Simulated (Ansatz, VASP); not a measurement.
**MgS in VASP and in Ansatz**

Contents of INCAR:

```
  PREC = Accurate
  ENCUT = 520
  EDIFF = 1E-6
  ISMEAR = 0
  SIGMA = 0.05
  LREAL = False
  LASPH = True
  NELM = 60
  ALGO = Normal
  ISIF = 2
  LWAVE = False
  LCHARG = True
  LELF = True
  LVHAR = True
  NBANDS = 11
```

Contents of KPOINTS:

```
regular mesh
0
Gamma
  8 8 8
```

The input POSCAR:

```
MgS
1.0
    0.0000000000      2.6666912500      2.5366087500
    2.6666912500      0.0000000000      2.5366087500
    2.6666912500      2.6666912500      0.0000000000
Mg S
1 1
Direct
    0.0000000000      0.0000000000      0.0000000000
    0.5000000000      0.5000000000      0.5000000000
```

Input for Ansatz:

```yaml
crystal:
  lattice:
    - [0.0, 2.66669125, 2.53660875]
    - [2.66669125, 0.0, 2.53660875]
    - [2.66669125, 2.66669125, 0.0]
  atoms:
    - { symbol: Mg, position: [0.0, 0.0, 0.0] }
    - { symbol: S, position: [0.5, 0.5, 0.5] }
basis:
  ecutwfc: 420
kpoints:
  mp_grid: { grid: [8, 8, 8] }
hamiltonian:
  xc: lda
scf:
  occupations: { method: gaussian, width: 0.05 }
output:
  forces: true
  stress: true
  eigenvalues: true
```

Change from the starting cell: strain +0.025 along x and y, -0.025 along z, atoms carried along.

Alike in both runs: task single point; functional LDA; k mesh 8 × 8 × 8; occupations gaussian, width 0.05 eV; no spin polarisation.

|  | VASP | Ansatz |
| --- | --- | --- |
| version | VASP 6.6.1 | Ansatz 0.2.0 |
| potentials or method | VASP PAW LDA potentials, release 64 (Mg, S), cutoff 520 eV | scalar-relativistic, plane waves, PAW |
| valence electrons in the cell | 8 | 16 |

Ansatz gave:

* gap on the k mesh at the Fermi level (eV): 2.30
* least direct gap on the mesh (eV): 3.22
* pressure (GPa): -4.5
* traceless stress, the component that is largest in VASP (GPa): 3.00

**Question.** What did VASP give for the same quantities?

**Answer.** gap on the k mesh at the Fermi level (eV): 2.30; least direct gap on the mesh (eV): 3.23; pressure (GPa): -5.0; traceless stress, the component that is largest in VASP (GPa): 2.99.

LDA's correlation is that of Perdew and Zunger in VASP and of Perdew and Wang (1992) in Ansatz. VASP's potentials hold 8 valence electrons a cell and Ansatz's 16, so a difference there can come from the potentials and not from the codes.
